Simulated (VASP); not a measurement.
A run of VASP 6.6.1 is set up as follows.

Contents of INCAR:

```
SYSTEM = BN
ALGO = Normal
EDIFF = 1E-6
EDIFFG = -0.01
ENCUT = 520
IBRION = 2
ISIF = 2
ISMEAR = 0
LASPH = .TRUE.
LCHARG = .FALSE.
LREAL = .FALSE.
LWAVE = .FALSE.
NELM = 60
NSW = 50
PREC = Accurate
SIGMA = 0.05
```

Contents of KPOINTS:

```
k-points
0
G
  12 12 4
  0 0 0
```

File POSCAR:

```
BN
1.0
    2.2146330265      0.0000000000      0.0000000000
   -1.1073165133      2.1549757989      0.0000000000
    0.0000000000      0.0000000000      6.9713748937
B N
2 2
Direct
    0.3333333333      0.6666666667      0.2500000000
    0.6666666667      0.3333333333      0.7500000000
    0.3333333333      0.6666666667      0.7500000000
    0.6666666667      0.3333333333      0.2500000000
```

Potentials or basis: VASP PAW LDA potentials, release 64 (B, N).

Launch:

```sh
$ cat potpaw_LDA.64/B/POTCAR potpaw_LDA.64/N/POTCAR > POTCAR
$ mpirun -np 1 vasp_std > vasp.out
```

Problem. What does it give for the band gap on the k mesh?

Solution. 3.31 eV (least direct gap 4.11 eV).

Final structure:
```yaml
crystal:
  lattice:
    - [2.21463, 0.00000, 0.00000]
    - [-1.10732, 2.15498, 0.00000]
    - [0.00000, 0.00000, 6.97137]
  atoms:
    - { symbol: B, position: [0.33889, 0.67778, 0.25000] }
    - { symbol: B, position: [0.66111, 0.32222, 0.75000] }
    - { symbol: N, position: [0.33892, 0.67783, 0.75000] }
    - { symbol: N, position: [0.66108, 0.32217, 0.25000] }
```

Caveat: the cell differs from its parent crystal (normal strain along x -0.1100, normal strain along z +0.0733). A k mesh can miss the band edges.
